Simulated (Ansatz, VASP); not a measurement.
## Ta2N in VASP and in Ansatz

Contents of INCAR:

```
ALGO     = Normal         # electronic algorithm
EDIFF    = 1E-6           # SCF threshold, eV
EDIFFG   = -0.05          # ionic threshold
ENCUT    = 600            # plane-wave cutoff, eV
IBRION   = 2              # ionic algorithm
ISIF     = 3              # what is computed and relaxed
ISMEAR   = 0              # smearing method
LASPH    = T              # aspherical terms in the spheres
LCHARG   = F              # write CHGCAR
LREAL    = F              # projectors in reciprocal space
LWAVE    = F              # write WAVECAR
NELM     = 100            # most SCF steps
NSW      = 100            # ionic steps
PREC     = Accurate       # precision mode
SIGMA    = 0.1            # smearing width, eV
```

The input KPOINTS:

```
k-points
0
Gamma
  6 6 4
```

Contents of POSCAR:

```
Ta2N
1.0
    5.2965720500      0.0000000000      0.0000000000
   -2.6482860300      4.5869659500      0.0000000000
    0.0000000000      0.0000000000      4.9391825700
Ta N
6 3
Direct
    0.6663616800      0.6663616800      0.7536182600
    0.0000000000      0.3336383200      0.7536182600
    0.3336383200      0.0000000000      0.7536182600
    0.3336383200      0.3336383200      0.2463817400
    0.0000000000      0.6663616800      0.2463817400
    0.6663616800      0.0000000000      0.2463817400
    0.6666666700      0.3333333300      0.5000000000
    0.3333333300      0.6666666700      0.5000000000
    0.0000000000      0.0000000000      0.0000000000
```

Input for Ansatz:

```yaml
crystal:
  lattice:
    - [5.29657205, 0.0, 0.0]
    - [-2.64828603, 4.58696595, 0.0]
    - [0.0, 0.0, 4.93918257]
  atoms:
    - { symbol: Ta, position: [0.66636168, 0.66636168, 0.75361826] }
    - { symbol: Ta, position: [0.0, 0.33363832, 0.75361826] }
    - { symbol: Ta, position: [0.33363832, 0.0, 0.75361826] }
    - { symbol: Ta, position: [0.33363832, 0.33363832, 0.24638174] }
    - { symbol: Ta, position: [0.0, 0.66636168, 0.24638174] }
    - { symbol: Ta, position: [0.66636168, 0.0, 0.24638174] }
    - { symbol: "N", position: [0.66666667, 0.33333333, 0.5] }
    - { symbol: "N", position: [0.33333333, 0.66666667, 0.5] }
    - { symbol: "N", position: [0.0, 0.0, 0.0] }
basis:
  ecutwfc: 420
kpoints:
  mp_grid: { grid: [6, 6, 4] }
hamiltonian:
  xc: lda
  pseudopotentials: { kind: paw, azcp: { folder: soft_1 } }
scf:
  occupations: { method: gaussian, width: 0.1 }
output:
  forces: true
  stress: true
  eigenvalues: true
relax:
  adjacent_minimum: "off"
  f_tol: 0.05
  max_steps: 80
  cell: { stress_tol: 0.5 }
```

Alike in both runs: task relaxation of cell and atoms; functional LDA; k mesh 6 × 6 × 4; occupations gaussian, width 0.1 eV; no spin polarisation.

|  | VASP | Ansatz |
| --- | --- | --- |
| version | VASP 6.6.1 | Ansatz 0.2.0 |
| potentials or method | VASP PAW LDA potentials, release 64 (Ta_pv, N), cutoff 600 eV | scalar-relativistic, plane waves, PAW |
| valence electrons in the cell | 81 | 93 |

VASP gave:

| Item | Value |
| --- | --- |
| gap on the k mesh at the Fermi level, each at its own relaxed structure (eV) | none |
| relaxed volume (Å³/atom) | 12.90 |
| relaxed length of the cell vector where the two differ most in proportion (Å) | 5.240 |

**Question.** What did Ansatz give for the same quantities?

**Answer.** gap on the k mesh at the Fermi level, each at its own relaxed structure (eV): none; relaxed volume (Å³/atom): 12.85; relaxed length of the cell vector where the two differ most in proportion (Å): 5.232.

Ansatz warns that its potentials were made for another functional, while VASP's fit it. LDA's correlation is that of Perdew and Zunger in VASP and of Perdew and Wang (1992) in Ansatz. A gap of «none» marks a metal or a gap that the smearing closes. VASP's potentials hold 81 valence electrons a cell and Ansatz's 93, so a difference there can come from the potentials and not from the codes.

Spin-orbit coupling is off throughout.
